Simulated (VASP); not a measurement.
Here is a VASP 6.6.1 calculation.

Contents of INCAR:

```
SYSTEM = NaI
  PREC = Accurate
  ENCUT = 520
  EDIFF = 1E-7
  ISMEAR = -1
  SIGMA = 0.05
  LREAL = .FALSE.
  LASPH = .TRUE.
  NELM = 60
  ALGO = Normal
  ISIF = 2
  LWAVE = .FALSE.
  LCHARG = .FALSE.
  GGA = PS
  NBANDS = 14
```

KPOINTS

```
Automatic mesh
0
G
  7 7 7
  0 0 0
```

Contents of POSCAR:

```
NaI
1.0
    0.0000000000      2.6959580470      2.6959580470
    2.6959580470      0.0000000000      2.6959580470
    2.6959580470      2.6959580470      0.0000000000
I Na
1 1
Direct
    0.5000000000      0.5000000000      0.5000000000
    0.0000000000      0.0000000000      0.0000000000
```

Potentials or basis: VASP PAW PBE potentials, release 64 (I, Na_pv).

Run with:

```console
$ cat potpaw_PBE.64/I/POTCAR potpaw_PBE.64/Na_pv/POTCAR > POTCAR
$ mpirun -np 1 vasp_std > vasp.out
```

Predict the band gap on the k mesh.

3.69 eV (least direct gap 5.53 eV).

Estimate the pressure.

30.4 GPa.

Caveat: the cell stands under pressure; the PAW data sets were made with another functional, which shifts forces and pressure a little; spin-orbit coupling is left out, which moves the levels of the heavy elements; an odd mesh through Γ misses points on the zone boundary, where band edges can lie.
